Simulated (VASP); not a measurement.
# Ti3Se (Fm-3m) in VASP: further runs

The runs below take Ti3Se through single point, relaxation of cell and atoms, with PBE.

Everything below comes from runs of VASP 6.6.1. Logs are shortened: lines on timing, memory, paths and dates and some standing lists are left out, and cuts for length are marked.

## 1. The cell of the first run

It takes space group Fm-3m (No. 225, cubic). Conventional cell: a = 6.348 Å, b = 6.348 Å, c = 6.348 Å, α = 90.00°, β = 90.00°, γ = 90.00°. Ti (site symmetry -43m) has 10 Ti at 2.75 to 3.17 Å and 4 Se at 2.75 Å within 3.6 Å. Ti (site symmetry m-3m) has 8 Ti at 2.75 Å and 6 Se at 3.17 Å within 3.6 Å. Within 3.6 Å of Se (site symmetry m-3m) lie 14 Ti at 2.75 to 3.17 Å.

## 2. Single point, PBE, collinear spin

File INCAR:

```
SYSTEM = Ti3Se
  PREC = Accurate
  ENCUT = 520
  EDIFF = 1E-6
  ISMEAR = 0
  SIGMA = 0.1
  LREAL = .False.
  LASPH = .True.
  NELM = 150
  ALGO = Normal
  ISIF = 2
  LWAVE = .False.
  LCHARG = .False.
  ISPIN = 2
  MAGMOM = 0 0 0.27 0
  LORBIT = 11
  LMAXMIX = 4
  GGA = PE
  NBANDS = 33
```

File KPOINTS:

```
regular mesh
0
Gamma
  6 6 6
  0 0 0
```

File POSCAR:

```
Ti3Se
1.0
    0.0000000000      3.1739658692      3.1739658692
    3.1739658692      0.0000000000      3.1739658692
    3.1739658692      3.1739658692      0.0000000000
Ti Se
3 1
Direct
    0.2500000000      0.2500000000      0.2500000000
    0.7500000000      0.7500000000      0.7500000000
    0.5000000000      0.5000000000      0.5000000000
    0.0000000000      0.0000000000      0.0000000000
```

Potentials or basis: VASP PAW PBE potentials, release 64 (Ti_sv, Se).

Launch:

```sh
cat potpaw_PBE.64/Ti_sv/POTCAR potpaw_PBE.64/Se/POTCAR > POTCAR
mpirun -np 1 vasp_std > vasp.out
```

OUTCAR:

```text
SYSTEM = Ti3Se
   PREC = Accurate
   ENCUT = 520
   EDIFF = 1E-6
   ISMEAR = 0
   LREAL = .False.
   LASPH = .True.
   NELM = 150
   ISIF = 2
   ISPIN = 2
   LORBIT = 11
   GGA = PE

 ion  position               nearest neighbor table
   1  0.250  0.250  0.250-   4 2.75   4 2.75   4 2.75   3 2.75   4 2.75   3 2.75   3 2.75   3 2.75

   2  0.750  0.750  0.750-   3 2.75   3 2.75   3 2.75   3 2.75   4 2.75   4 2.75   4 2.75   4 2.75

   3  0.500  0.500  0.500-   1 2.75   1 2.75   1 2.75   1 2.75   2 2.75   2 2.75   2 2.75   2 2.75

   4  0.000  0.000  0.000-   2 2.75   2 2.75   2 2.75   1 2.75   2 2.75   1 2.75   1 2.75   1 2.75

  LATTYP: Found a face centered cubic cell.
 ALAT       =     6.3479317384

  Lattice vectors:

 A1 = (   0.0000000000,   3.1739658692,   3.1739658692)
 A2 = (   3.1739658692,   0.0000000000,   3.1739658692)
 A3 = (   3.1739658692,   3.1739658692,   0.0000000000)

Analysis of symmetry for initial positions (statically):
=====================================================================
 Subroutine PRICEL returns:
 Original cell was already a primitive cell.

 Routine SETGRP: Setting up the symmetry group for a
 face centered cubic supercell.

 Subroutine GETGRP returns: Found 48 space group operations
 (whereof 48 operations were pure point group operations)
 out of a pool of 48 trial point group operations.

The static configuration has the point symmetry O_h .

Analysis of symmetry for dynamics (positions and initial velocities):
=====================================================================
 Subroutine PRICEL returns:
 Original cell was already a primitive cell.

 Routine SETGRP: Setting up the symmetry group for a
 face centered cubic supercell.

 Subroutine GETGRP returns: Found 48 space group operations
 (whereof 48 operations were pure point group operations)
 out of a pool of 48 trial point group operations.

The dynamic configuration has the point symmetry O_h .

Analysis of structural, dynamic, and magnetic symmetry:
=====================================================================
 Subroutine PRICEL returns:
 Original cell was already a primitive cell.

 Routine SETGRP: Setting up the symmetry group for a
 face centered cubic supercell.

 Subroutine GETGRP returns: Found 48 space group operations
 (whereof 48 operations were pure point group operations)
 out of a pool of 48 trial point group operations.

The overall configuration has the point symmetry O_h .

[... 119 lines left out ...]
   LHFCALC =     F    Hartree Fock is set to
   AEXX    =    0.0000 exact exchange contribution
   IVDW    =     0    specifies the selected vdW correction
   LEPSILON=     F    determine dielectric tensor
   LRPA    =     F    only Hartree local field effects (RPA)
 spin polarized calculation
 Gauss-broadening in eV      SIGMA  =   0.10
  energy-cutoff  :      520.00
  volume of cell :       63.95
 maximum number of plane-waves:      1759
 NGX is ok and might be reduce to    36
   NGX = 17   NGY = 17   NGZ = 17

 number of electron      42.0000004 magnetization       0.0034744

 Free energy of the ion-electron system (eV)
  ---------------------------------------------------
  ext. energy  EPLUGINS =         0.00000000
  ---------------------------------------------------
  free energy    TOTEN  =       -27.29194082 eV

  energy without entropy =      -27.25975313  energy(sigma->0) =      -27.27584698

 E-fermi :   9.5109     XC(G=0): -11.8138

 val. band max:        9.4853318275   @ k =  -0.3333   0.1667   0.0000
 cond. band min:       9.5111456587   @ k =  -0.3333   0.3333   0.1667
 fundamental gap:      0.0258138312
 Fermi energy:         9.5109481840

 spin component 1

 k-point     1 :       0.0000    0.0000    0.0000
  band No.  band energies     occupation
      1     -47.0892      1.00000
      2     -47.0235      1.00000
      3     -46.4517      1.00000
      4     -23.4346      1.00000
      5     -23.4346      1.00000
      6     -23.4346      1.00000
[... 565 lines left out ...]
     32      13.8316      0.00000
     33      15.7367      0.00000
 Fermi energy:         9.5109481840

 spin component 2

 k-point     1 :       0.0000    0.0000    0.0000
  band No.  band energies     occupation
      1     -47.0886      1.00000
      2     -47.0229      1.00000
      3     -46.4508      1.00000
      4     -23.4340      1.00000
      5     -23.4340      1.00000
      6     -23.4340      1.00000
[... 565 lines left out ...]
     32      13.8323      0.00000
     33      15.7378      0.00000

------------------------ aborting loop because EDIFF is reached ----------------------------------------

  FORCE on cell =-STRESS in cart. coord.  units (eV):
  Direction    XX          YY          ZZ          XY          YZ          ZX
  --------------------------------------------------------------------------------------
  -------------------------------------------------------------------------------------
  Total        0.0009666      0.0009666      0.0009666      0.0000000      0.0000000     -0.0000000
  in kB        0.0242160      0.0242160      0.0242160      0.0000000      0.0000000     -0.0000000
  external PRESSURE =       0.0242160 kB  Pullay stress =       0.0000000 kB

 VOLUME and BASIS-vectors are now :
 -----------------------------------------------------------------------------
  energy-cutoff  :      520.00
  volume of cell :       63.95
      direct lattice vectors                 reciprocal lattice vectors
     0.000000000  3.173965869  3.173965869    -0.157531625  0.157531625  0.157531625
     3.173965869  0.000000000  3.173965869     0.157531625 -0.157531625  0.157531625
     3.173965869  3.173965869  0.000000000     0.157531625  0.157531625 -0.157531625

 POSITION                                       TOTAL-FORCE (eV/Angst)
 -----------------------------------------------------------------------------------
      1.58698      1.58698      1.58698        -0.000000      0.000000     -0.000000
      4.76095      4.76095      4.76095         0.000000     -0.000000      0.000000
      3.17397      3.17397      3.17397        -0.000000     -0.000000      0.000000
      0.00000      0.00000      0.00000        -0.000000     -0.000000      0.000000
 -----------------------------------------------------------------------------------
    total drift:                                0.000000      0.000000      0.000000

  FREE ENERGIE OF THE ION-ELECTRON SYSTEM (eV)
  ---------------------------------------------------
  free  energy   TOTEN  =       -27.2919408239 eV

  energy  without entropy=      -27.2597531287  energy(sigma->0) =      -27.27584698

 total charge

# of ion       s       p       d       tot
------------------------------------------
    1        2.178   6.117   2.057  10.353
    2        2.178   6.117   2.057  10.353
    3        2.252   6.038   2.189  10.479
    4        1.437   2.245   0.126   3.807
--------------------------------------------------
tot          8.045  20.518   6.429  34.992

 magnetization (x)

# of ion       s       p       d       tot
------------------------------------------
    1        0.000   0.000   0.001   0.001
    2        0.000   0.000   0.001   0.001
    3        0.000   0.000   0.001   0.001
    4        0.000  -0.000   0.000  -0.000
--------------------------------------------------
tot          0.000   0.000   0.002   0.002
```

OSZICAR:

```text
N       E                     dE             d eps       ncg     rms          rms(c)
DAV:   1     0.531455017749E+03    0.53146E+03   -0.20620E+04  2112   0.153E+03
DAV:   2     0.329793447308E+02   -0.49848E+03   -0.48212E+03  2139   0.474E+02
DAV:   3    -0.225245107951E+02   -0.55504E+02   -0.53320E+02  3311   0.140E+02
DAV:   4    -0.288441802006E+02   -0.63197E+01   -0.62041E+01  2946   0.416E+01
DAV:   5    -0.291409823659E+02   -0.29680E+00   -0.29659E+00  2885   0.754E+00    0.157E+01
DAV:   6    -0.278263437475E+02    0.13146E+01   -0.10359E+01  2768   0.334E+01    0.740E+00
DAV:   7    -0.278709580168E+02   -0.44614E-01   -0.56903E+00  2905   0.186E+01    0.787E+00
DAV:   8    -0.272770460296E+02    0.59391E+00   -0.23330E+00  2884   0.116E+01    0.246E+00
DAV:   9    -0.272856619847E+02   -0.86160E-02   -0.15426E-01  2575   0.256E+00    0.862E-01
DAV:  10    -0.272909278642E+02   -0.52659E-02   -0.19601E-02  2815   0.975E-01    0.395E-01
DAV:  11    -0.272918274964E+02   -0.89963E-03   -0.20519E-03  2735   0.318E-01    0.137E-01
DAV:  12    -0.272919661855E+02   -0.13869E-03   -0.30906E-04  2718   0.118E-01    0.424E-02
DAV:  13    -0.272919369519E+02    0.29234E-04   -0.41514E-05  2739   0.454E-02    0.198E-02
DAV:  14    -0.272919379828E+02   -0.10309E-05   -0.85063E-06  2405   0.197E-02    0.902E-03
DAV:  15    -0.272919400777E+02   -0.20949E-05   -0.46078E-06  2184   0.100E-02    0.481E-03
DAV:  16    -0.272919408239E+02   -0.74620E-06   -0.90841E-07  1155   0.448E-03
   1 F= -.27291941E+02 E0= -.27275847E+02  d E =-.321877E-01  mag=     0.0025
```

stdout:

```text
POSCAR found type information on POSCAR TiSe
 POSCAR found :  2 types and       4 ions
 scaLAPACK will be used
 LDA part: xc-table for (Slater+PW92), standard interpolation
 POSCAR, INCAR and KPOINTS ok, starting setup
 FFT: planning ... GRIDC
 FFT: planning ... GRID_SOFT
 FFT: planning ... GRID
 WAVECAR not read
 entering main loop
```

Run time: 75 s. Hardware: 1 thread of Intel Xeon Platinum 8488C (Sapphire Rapids), shared host; peak memory 0.26 GiB.

Results:

| Item | Value |
| --- | --- |
| Free energy | -27.2919 eV |
| Pressure | 0.0 GPa |
| Band gap on the k mesh | zero (filled and empty bands overlap) |
| Net moment | 0.00 μB per cell |
| Valence electrons inside the program's atomic spheres | Ti 10.35, 10.48; Se 3.81 |

## 3. Relaxation of cell and atoms, PBE, collinear spin, ferromagnetic start

This run uses another cell than the first one, of 23.68 Å³/atom, 1.481 times its volume.

File INCAR:

```
PREC = Accurate
ENCUT = 600
EDIFF = 1E-7
ISMEAR = 0
SIGMA = 0.1
LREAL = F
LASPH = T
NELM = 150
ALGO = Normal
ISIF = 3
LWAVE = F
LCHARG = F
ISPIN = 2
MAGMOM = 1 1 1 0
LORBIT = 11
LMAXMIX = 4
GGA = PE
IBRION = 2
NSW = 90
EDIFFG = -0.04
```

File KPOINTS:

```
Automatic mesh
0
Gamma
  4 4 4
```

File POSCAR:

```
Ti3Se
1.0
    0.0000000000      3.6182327400      3.6182327400
    3.6182327400      0.0000000000      3.6182327400
    3.6182327400      3.6182327400      0.0000000000
Ti Se
3 1
Direct
    0.2500000000      0.2500000000      0.2500000000
    0.5000000000      0.5000000000      0.5000000000
    0.7500000000      0.7500000000      0.7500000000
    0.0000000000      0.0000000000      0.0000000000
```

Potentials or basis: VASP PAW PBE potentials, release 64 (Ti_sv, Se).

Launch:

```sh
cat potpaw_PBE.64/Ti_sv/POTCAR potpaw_PBE.64/Se/POTCAR > POTCAR
mpirun -np 1 vasp_std > vasp.out
```

It took 3.4 min on 1 thread of AMD EPYC 9R45 (Zen 5), shared host; peak memory 0.29 GiB.

It converged, with:

| Item | Value |
| --- | --- |
| Free energy | -27.3260 eV |
| Relaxed volume | 16.25 Å³/atom |
| Relaxed cell | a = 4.513 Å, b = 4.513 Å, c = 4.513 Å, α = 60.00°, β = 60.00°, γ = 60.00° |
| Space group after relaxing (to 0.05 Å) | Fm-3m (No. 225) |
| Energy gained by relaxing | 550.7 meV/atom |
| Ionic steps | 3 |
| Pressure after relaxing | -0.1 GPa |
| Net moment | 0.57 μB per cell |
| Site moments | Ti +0.09, +0.25; Se -0.00 μB |
| Valence electrons inside the program's atomic spheres | Ti 10.33, 10.45; Se 3.80 |

Step by step:
| step | energy change (eV) | largest force (eV/Å) | pressure (GPa) | volume (Å³) |
| --- | --- | --- | --- | --- |
| 1 | 0.0000 | 0.0000 | -16.39 | 94.74 |
| 2 | -2.2025 | 0.0000 | -0.46 | 65.26 |
| 3 | -2.2030 | 0.0000 | -0.12 | 64.98 |

Final structure:
```cif
data_structure
_symmetry_space_group_name_H-M 'P 1'
_symmetry_Int_Tables_number 1
_cell_length_a 4.5127
_cell_length_b 4.5127
_cell_length_c 4.5127
_cell_angle_alpha 60.000
_cell_angle_beta 60.000
_cell_angle_gamma 60.000
_cell_volume 64.98
loop_
_atom_site_label
_atom_site_type_symbol
_atom_site_fract_x
_atom_site_fract_y
_atom_site_fract_z
_atom_site_occupancy
Ti1 Ti 0.25000 0.25000 0.25000 1
Ti2 Ti 0.50000 0.50000 0.50000 1
Ti3 Ti 0.75000 0.75000 0.75000 1
Se1 Se 0.00000 0.00000 0.00000 1
```

Levels at points of the mesh, in eV from the Fermi level:
Spin up:
```tsv
k point	band 17	band 18	band 19	band 20	band 21	band 22	band 23	band 24	band 25	band 26
(0.00, 0.00, 0.00)	-2.24	-2.14	-2.14	-0.30	-0.30	-0.30	1.95	1.95	1.95	2.36
(0.50, 0.00, 0.00)	-0.81	-0.69	-0.69	-0.50	-0.50	-0.21	0.65	0.65	1.77	1.81
(0.50, 0.50, 0.00)	-2.51	-2.45	-0.50	-0.42	-0.42	0.90	0.90	0.94	0.97	2.08
```
Spin down:
| k point | band 18 | band 19 | band 20 | band 21 | band 22 | band 23 | band 24 | band 25 |
| --- | --- | --- | --- | --- | --- | --- | --- | --- |
| (0.00, 0.00, 0.00) | -2.06 | -2.06 | -0.09 | -0.09 | -0.09 | 2.05 | 2.05 | 2.05 |
| (0.50, 0.00, 0.00) | -0.52 | -0.52 | -0.41 | -0.41 | -0.10 | 0.74 | 0.74 | 1.93 |
| (0.50, 0.50, 0.00) | -2.32 | -0.46 | -0.22 | -0.22 | 1.04 | 1.04 | 1.07 | 1.09 |

Caveat: the k points lie up to 0.43 Å⁻¹ apart in the final cell; the volume moved by over 15 % at a fixed basis, so the end points are rough.

[end of part 1 of 2]
